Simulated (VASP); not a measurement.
# InGa26P27 (a cell with a defect) in VASP: single point with PBE

Aim: the single point of InGa26P27 (a cell with a defect) with PBE.

Everything below comes from runs of VASP 6.6.1. Logs are shortened: lines on timing, memory, paths and dates and some standing lists are left out, and cuts for length are marked.

## Step 1: The cell of the first run

The cell holds a defect, 54 atoms: a = 11.562 Å, b = 11.562 Å, c = 11.562 Å, α = 60.00°, β = 60.00°, γ = 60.00°.

## Step 2: Single point, PBE, collinear spin

File INCAR:

```
ALGO = Normal
EDIFF = 1E-6
ENCUT = 400
GGA = PE
GGA_COMPAT = False
ISIF = 2
ISMEAR = 0
ISPIN = 2
LASPH = True
LCHARG = False
LORBIT = 11
LREAL = Auto
LWAVE = False
MAGMOM = 0.5 0 0 0 0 0 0 0 0 0 0 0 0 0 0 0 0 0 0 0 0 0 0 0 0 0 0 0.5 0 0.5 0 0 0 0.5 0 0 0 0 0 0 0 0 0 0 0 0.5 0 0 0 0 0 0 0 0
NBANDS = 280
NELM = 200
PREC = Accurate
SIGMA = 0.05
```

File KPOINTS:

```
k-points
0
Gamma
  1 1 1
```

File POSCAR:

```
InGa26P27
1.0
    0.0000000000      8.1757500000      8.1757500000
    8.1757500000      0.0000000000      8.1757500000
    8.1757500000      8.1757500000      0.0000000000
In Ga P
1 26 27
Direct
    0.0002628475     -0.0000299084     -0.0002418171
    0.0001332792      0.0000833777      0.3353080068
    0.0001236604      0.0000418166      0.6645190627
    0.0001214604      0.3352487250      0.0001301221
   -0.0002777060      0.3334261613      0.3333880678
    0.0002010403      0.3353094681      0.6643726488
    0.0002162175      0.6644749657     -0.0000154978
    0.0003199167      0.6645218051      0.3351610267
    0.0003417249      0.6664797453      0.6665638166
    0.3353275121     -0.0000632929      0.0001167382
    0.3335579435     -0.0003697256      0.3333578799
    0.3355228969     -0.0000913402      0.6643916818
    0.3335248277      0.3333391344     -0.0003256845
    0.3335668380      0.3333639852      0.3333636489
    0.3333509200      0.3331657547      0.6667260942
    0.3354023951      0.6644013802     -0.0000064512
    0.3333724871      0.6667624519      0.3331062990
    0.3333887860      0.6667748338      0.6666896015
    0.6645154793      0.0000636369      0.0000223135
    0.6646758076      0.0000918270      0.3351588698
    0.6665718849      0.0002165176      0.6665701607
    0.6646602816      0.3351004754      0.0000362841
    0.6668221421      0.3331933507      0.3331864951
    0.6668566365      0.3331663787      0.6666877763
    0.6666705851      0.6664859989      0.0002235138
    0.6668740647      0.6667387357      0.3330862035
    0.6668061368      0.6664929029      0.6664024064
    0.0880977078      0.0880161231      0.0880496130
    0.0834910606      0.0833873498      0.4165784697
    0.0882595243      0.0880747667      0.7355872052
    0.0834659714      0.4165753240      0.0833467162
    0.0834979497      0.4166192058      0.4164898730
    0.0833459462      0.4164419525      0.7501022717
    0.0882160733      0.7357608919      0.0879381168
    0.0833668314      0.7500750906      0.4165288817
    0.0833744900      0.7500549558      0.7499975613
    0.4166257525      0.0833215304      0.0833371244
    0.4167662683      0.0833328947      0.4164914593
    0.4165466990      0.0831828382      0.7501051699
    0.4167377153      0.4164739150      0.0833456263
    0.4167679189      0.4166882727      0.4166795672
    0.4167885822      0.4166873025      0.7498175806
    0.4166633675      0.7499835000      0.0831658585
    0.4168360888      0.7498052658      0.4166436896
    0.4168028800      0.7499669022      0.7499918503
    0.7360714453      0.0878868288      0.0879075934
    0.7501444418      0.0832132891      0.4165403372
    0.7501520312      0.0832016157      0.7500272611
    0.7501495203      0.4164564646      0.0832016635
    0.7499065483      0.4166937114      0.4166478364
    0.7502329633      0.4164578624      0.7500135620
    0.7502176221      0.7500494166      0.0831281588
    0.7503100258      0.7500707937      0.4163571997
    0.7500947464      0.7499341640      0.7499379311
```

Potentials or basis: VASP PAW PBE potentials, release 64 (In_d, Ga_d, P).

The run is started by

```console
> cat potpaw_PBE.64/In_d/POTCAR potpaw_PBE.64/Ga_d/POTCAR potpaw_PBE.64/P/POTCAR > POTCAR
> mpirun -np 1 vasp_gam > vasp.out
```

OUTCAR:

```text
EDIFF = 1E-6
   ENCUT = 400
   GGA = PE
   ISIF = 2
   ISMEAR = 0
   ISPIN = 2
   LASPH = True
   LORBIT = 11
   LREAL = Auto
   NELM = 200
   PREC = Accurate

 ion  position               nearest neighbor table
   1  0.000  1.000  1.000-  30 2.49  28 2.49  46 2.49  34 2.49
   2  0.000  0.000  0.335-  28 2.34  29 2.34  47 2.36  35 2.36
   3  0.000  0.000  0.665-  30 2.34  29 2.34  48 2.36  36 2.36
   4  0.000  0.335  0.000-  28 2.34  31 2.34  49 2.36  33 2.36
   5  1.000  0.333  0.333-  50 2.36  29 2.36  31 2.36  32 2.36
   6  0.000  0.335  0.664-  30 2.34  32 2.34  51 2.36  33 2.36
[... 46 lines left out ...]
  53  0.750  0.750  0.416-   8 2.36  20 2.36  26 2.36  27 2.36
  54  0.750  0.750  0.750-   9 2.36  27 2.36  21 2.36  25 2.36

  LATTYP: Found a face centered cubic cell.
 ALAT       =    16.3515000000

  Lattice vectors:

 A1 = (   0.0000000000,   8.1757500000,   8.1757500000)
 A2 = (   8.1757500000,   0.0000000000,   8.1757500000)
 A3 = (   8.1757500000,   8.1757500000,   0.0000000000)

Analysis of symmetry for initial positions (statically):
=====================================================================
 Subroutine PRICEL returns:
 Original cell was already a primitive cell.

 Routine SETGRP: Setting up the symmetry group for a
 face centered cubic supercell.

 Subroutine GETGRP returns: Found  1 space group operations
 (whereof  1 operations were pure point group operations)
 out of a pool of 48 trial point group operations.

The static configuration has the point symmetry C_1 .

Analysis of symmetry for dynamics (positions and initial velocities):
=====================================================================
 Subroutine PRICEL returns:
 Original cell was already a primitive cell.

 Routine SETGRP: Setting up the symmetry group for a
 face centered cubic supercell.

 Subroutine GETGRP returns: Found  1 space group operations
 (whereof  1 operations were pure point group operations)
 out of a pool of 48 trial point group operations.

The dynamic configuration has the point symmetry C_1 .

Analysis of structural, dynamic, and magnetic symmetry:
=====================================================================
 Subroutine PRICEL returns:
 Original cell was already a primitive cell.

 Routine SETGRP: Setting up the symmetry group for a
 face centered cubic supercell.

 Subroutine GETGRP returns: Found  1 space group operations
 (whereof  1 operations were pure point group operations)
 out of a pool of 48 trial point group operations.

The overall configuration has the point symmetry C_1 .

 Subroutine INISYM returns: Found  1 space group operations
 (whereof  1 operations are pure point group operations),
 and found     1 'primitive' translations

----------------------------------------------------------------------------------------

                                     Primitive cell

  volume of cell :    1092.9815

  direct lattice vectors                    reciprocal lattice vectors
     0.000000000  8.175750000  8.175750000    -0.061156469  0.061156469  0.061156469
     8.175750000  0.000000000  8.175750000     0.061156469 -0.061156469  0.061156469
     8.175750000  8.175750000  0.000000000     0.061156469  0.061156469 -0.061156469

  length of vectors
    11.562256533 11.562256533 11.562256533     0.105926111  0.105926111  0.105926111

  position of ions in fractional coordinates (direct lattice)
     0.000262847  0.999970092  0.999758183
     0.000133279  0.000083378  0.335308007
     0.000123660  0.000041817  0.664519063
     0.000121460  0.335248725  0.000130122
     0.999722294  0.333426161  0.333388068
     0.000201040  0.335309468  0.664372649
[... 46 lines left out ...]
     0.750310026  0.750070794  0.416357200
     0.750094746  0.749934164  0.749937931

  ion indices of the primitive-cell ions
   primitive index   ion index
                 1           1
                 2           2
                 3           3
                 4           4
                 5           5
                 6           6
[... 46 lines left out ...]
                53          53
                54          54

----------------------------------------------------------------------------------------

 KPOINTS: k-points

Automatic generation of k-mesh.
 Grid dimensions read from file:
 generate k-points for:    1    1    1

 Generating k-lattice:

  Cartesian coordinates                     Fractional coordinates (reciprocal lattice)
    -0.061156469  0.061156469  0.061156469     1.000000000  0.000000000  0.000000000
     0.061156469 -0.061156469  0.061156469     0.000000000  1.000000000  0.000000000
     0.061156469  0.061156469 -0.061156469     0.000000000  0.000000000  1.000000000

  Length of vectors
     0.105926111  0.105926111  0.105926111

  Shift w.r.t. Gamma in fractional coordinates (k-lattice)
     0.000000000  0.000000000  0.000000000

 Subroutine IBZKPT returns following result:
 ===========================================

 Found      1 irreducible k-points:

 Following reciprocal coordinates:
            Coordinates               Weight
  0.000000  0.000000  0.000000      1.000000
   k-points           NKPTS =      1   k-points in BZ     NKDIM =      1   number of bands    NBANDS=    280
   number of dos      NEDOS =    301   number of ions     NIONS =     54
   total plane-waves  NPLWV = 512000
   dimension x,y,z NGX =    80 NGY =   80 NGZ =   80
   dimension x,y,z NGXF=   160 NGYF=  160 NGZF=  160
   ions per type =               1  26  27
   NGX,Y,Z   is equivalent  to a cutoff of  11.50, 11.50, 11.50 a.u.
   NGXF,Y,Z  is equivalent  to a cutoff of  23.01, 23.01, 23.01 a.u.
 SYSTEM =  unknown system
   PREC   = accura    normal or accurate (medium, high low for compatibility)
   ISTART =      0    job   : 0-new  1-cont  2-samecut
   ICHARG =      2    charge: 1-file 2-atom 10-const
   ISPIN  =      2    spin polarized calculation?
   LNONCOLLINEAR =      F non collinear calculations
   LSORBIT =      F    spin-orbit coupling
   LASPH  =      T    aspherical Exc in radial PAW
   ENCUT  =  400.0 eV  29.40 Ry    5.42 a.u.  18.86 18.86 18.86*2*pi/ulx,y,z
   NELM   =    200;   NELMIN=  2; NELMDL= -5     # of ELM steps
   EDIFF  = 0.1E-05   stopping-criterion for ELM
   LREAL  =      T    real-space projection
   EDIFFG = 0.1E-04   stopping-criterion for IOM
   NSW    =      0    number of steps for IOM
   IBRION =     -1    ionic relax: 0-MD 1-quasi-New 2-CG
   NFREE  =      0    steps in history (QN), initial steepest desc. (CG)
   ISIF   =      2    stress and relaxation
   ISYM   =      2    0-nonsym 1-usesym 2-fastsym
   POTIM  = 0.5000    time-step for ionic-motion
   TEBEG  =    0.0;   TEEND  =   0.0 temperature during run
   PSTRESS=    0.0 pullay stress
   NELECT =     486.0000    total number of electrons
   NUPDOWN=      -1.0000    fix difference up-down
   EMIN   =  10.00;   EMAX   =-10.00  energy-range for DOS
   EFERMI =   0.00;   METHOD = LEGACY
   ISMEAR =     0;   SIGMA  =   0.05  broadening in eV -4-tet -1-fermi 0-gaus
   EFERMI_NEDOS =   21; number of points for ismear=-14 and -15
   IALGO  =     38    algorithm
   IMIX   =      4    mixing-type and parameters
     AMIX     =   0.40;   BMIX     =  1.00
     AMIX_MAG =   1.60;   BMIX_MAG =  1.00
  volume/ion in A,a.u.               =      20.24       136.59
  Fermi-wavevector in a.u.,A,eV,Ry     =   1.249538  2.361284 21.243377  1.561344
  Thomas-Fermi vector in A             =   2.383574
   LORBIT       =     11    0 simple, 1 ext, 2 COOP (PROOUT), +10 PAW based schemes
   GGA     = PE    functional components
   LHFCALC =     F    Hartree Fock is set to
   AEXX    =    0.0000 exact exchange contribution
   IVDW    =     0    specifies the selected vdW correction
   LEPSILON=     F    determine dielectric tensor
   LRPA    =     F    only Hartree local field effects (RPA)
 spin polarized calculation
 Gauss-broadening in eV      SIGMA  =   0.05
  energy-cutoff  :      400.00
  volume of cell :     1092.98
 maximum number of plane-waves:      9898
 NGX is ok and might be reduce to    80
   NGX = 37   NGY = 37   NGZ = 37

 number of electron     486.0000020 magnetization       0.0001585

 number of electron     486.0000020 magnetization      -0.0000296

 Free energy of the ion-electron system (eV)
  ---------------------------------------------------
  ext. energy  EPLUGINS =         0.00000000
  ---------------------------------------------------
  free energy    TOTEN  =      -231.54034774 eV

  energy without entropy =     -231.54034774  energy(sigma->0) =     -231.54034774

 E-fermi :   5.1519     XC(G=0):  -9.7885

 val. band max:        4.9004110687   @ k =   0.0000   0.0000   0.0000
 cond. band min:       6.5681234974   @ k =   0.0000   0.0000   0.0000
 fundamental gap:      1.6677124287
 Fermi energy:         5.1519402231

 spin component 1

 k-point     1 :       0.0000    0.0000    0.0000
  band No.  band energies     occupation
      1      -9.8922      1.00000
      2      -9.8922      1.00000
      3      -9.8921      1.00000
      4      -9.8919      1.00000
      5      -9.8918      1.00000
      6      -9.8900      1.00000
[... 247 lines left out ...]
    254       6.7131      0.00000
    255       6.7775      0.00000
 Fermi energy:         5.1519402231

 spin component 2

 k-point     1 :       0.0000    0.0000    0.0000
  band No.  band energies     occupation
      1      -9.8922      1.00000
      2      -9.8922      1.00000
      3      -9.8921      1.00000
      4      -9.8919      1.00000
      5      -9.8918      1.00000
      6      -9.8900      1.00000
[... 247 lines left out ...]
    254       6.7131      0.00000
    255       6.7775      0.00000
 [bands above 255 left out]

------------------------ aborting loop because EDIFF is reached ----------------------------------------

  FORCE on cell =-STRESS in cart. coord.  units (eV):
  Direction    XX          YY          ZZ          XY          YZ          ZX
  --------------------------------------------------------------------------------------
  -------------------------------------------------------------------------------------
  Total       31.6737156     31.6731209     31.6716159     -0.0004035      0.0013691      0.0000025
  in kB       46.4297976     46.4289258     46.4267197     -0.0005915      0.0020069      0.0000036
  external PRESSURE =      46.4284810 kB  Pullay stress =       0.0000000 kB

 VOLUME and BASIS-vectors are now :
 -----------------------------------------------------------------------------
  energy-cutoff  :      400.00
  volume of cell :     1092.98
      direct lattice vectors                 reciprocal lattice vectors
     0.000000000  8.175750000  8.175750000    -0.061156469  0.061156469  0.061156469
     8.175750000  0.000000000  8.175750000     0.061156469 -0.061156469  0.061156469
     8.175750000  8.175750000  0.000000000     0.061156469  0.061156469 -0.061156469

 POSITION                                       TOTAL-FORCE (eV/Angst)
 -----------------------------------------------------------------------------------
     16.34928      8.17592      8.17765         0.000051      0.000079     -0.002180
      2.74208      2.74248      0.00177         0.009322      0.012304     -0.021649
      5.43328      5.43395      0.00135        -0.014091     -0.011160     -0.018120
      2.74197      0.00206      2.74190         0.006402     -0.025571      0.013338
      5.45171     10.89918     10.89949         0.000323      0.002089      0.002524
      8.17315      5.43339      2.74305         0.023661     -0.007546      0.011478
[... 46 lines left out ...]
      9.53642      9.53838     12.26674        -0.003342     -0.005568      0.000197
     12.26258     12.26389     12.26386         0.000718     -0.000189     -0.000777
 -----------------------------------------------------------------------------------
    total drift:                                0.004982     -0.001957     -0.001398

  FREE ENERGIE OF THE ION-ELECTRON SYSTEM (eV)
  ---------------------------------------------------
  free  energy   TOTEN  =      -231.5403477412 eV

  energy  without entropy=     -231.5403477412  energy(sigma->0) =     -231.54034774

 total charge

# of ion       s       p       d       tot
------------------------------------------
    1        0.804   0.868   9.908  11.581
    2        0.827   0.888  10.021  11.735
    3        0.827   0.888  10.021  11.735
    4        0.827   0.888  10.021  11.735
    5        0.825   0.874  10.017  11.716
    6        0.827   0.888  10.021  11.735
[... 46 lines left out ...]
   53        0.988   1.583   0.000   2.571
   54        0.989   1.582   0.000   2.571
--------------------------------------------------
tot         48.983  66.605 270.395 385.983

 magnetization (x)

# of ion       s       p       d       tot
------------------------------------------
    1       -0.000   0.000   0.000  -0.000
    2        0.000   0.000   0.000   0.000
    3        0.000   0.000   0.000   0.000
    4        0.000   0.000   0.000   0.000
    5        0.000   0.000  -0.000   0.000
    6       -0.000   0.000  -0.000   0.000
[... 46 lines left out ...]
   53       -0.000  -0.000   0.000  -0.000
   54       -0.000  -0.000   0.000  -0.000
--------------------------------------------------
tot         -0.000  -0.000   0.000  -0.000
```

Run time: 13 min. Hardware: 1 thread of Intel Xeon 6975P-C (Granite Rapids), shared host; peak memory 1.4 GiB.

Results:

| Item | Value |
| --- | --- |
| Free energy | -231.5403 eV |
| Pressure | 4.6 GPa |
| Largest force | 0.032 eV/Å |
| Band gap on the k mesh | 1.67 eV |
| Net moment | 0.00 μB per cell |
| Valence electrons inside the program's atomic spheres | In 11.58; Ga 11.73, 11.72 (each value once); P 2.59, 2.58, 2.57 (each value once) |

Forces on the atoms (eV/Å):
```
In   0.000  0.000 -0.002
Ga   0.009  0.012 -0.022
Ga  -0.014 -0.011 -0.018
Ga   0.006 -0.026  0.013
Ga   0.000  0.002  0.003
Ga   0.024 -0.008  0.011
Ga  -0.011 -0.023 -0.011
Ga   0.024  0.009 -0.015
Ga   0.010 -0.009 -0.010
Ga  -0.022  0.007  0.015
Ga   0.003  0.000 -0.001
Ga  -0.004  0.019  0.014
Ga   0.000 -0.004  0.001
Ga   0.004 -0.001 -0.002
Ga   0.003 -0.002  0.000
Ga  -0.012  0.015  0.025
Ga   0.003  0.004 -0.006
Ga  -0.006 -0.003 -0.007
Ga  -0.025 -0.007 -0.009
Ga   0.007  0.024 -0.014
Ga  -0.012  0.012 -0.011
Ga   0.012 -0.013  0.026
Ga   0.002 -0.001 -0.001
Ga   0.003 -0.002  0.000
Ga  -0.015 -0.012  0.012
Ga   0.003  0.005  0.001
Ga   0.010  0.013  0.012
P    0.000  0.003 -0.001
P   -0.002 -0.001  0.010
P   -0.002  0.003 -0.004
P    0.000  0.014  0.000
P   -0.015  0.000  0.001
P   -0.003  0.003 -0.002
P    0.000 -0.003  0.002
P   -0.006 -0.003  0.006
P    0.004  0.007  0.005
P    0.012  0.003  0.001
P   -0.002 -0.012  0.001
P    0.002 -0.003 -0.002
P   -0.001  0.000 -0.011
P   -0.003 -0.001  0.001
P    0.001  0.002  0.000
P    0.005 -0.003 -0.006
P    0.001 -0.002  0.003
P    0.006 -0.006 -0.007
P    0.003 -0.002 -0.002
P   -0.002 -0.005  0.006
P    0.006  0.003  0.003
P   -0.001  0.006 -0.005
P   -0.002  0.000  0.001
P   -0.004  0.002 -0.006
P    0.006  0.003  0.002
P   -0.003 -0.006  0.000
P    0.001  0.000 -0.001
```

Caveat: the k points lie up to 0.67 Å⁻¹ apart; spin-orbit coupling is left out, which moves the levels of the heavy elements.
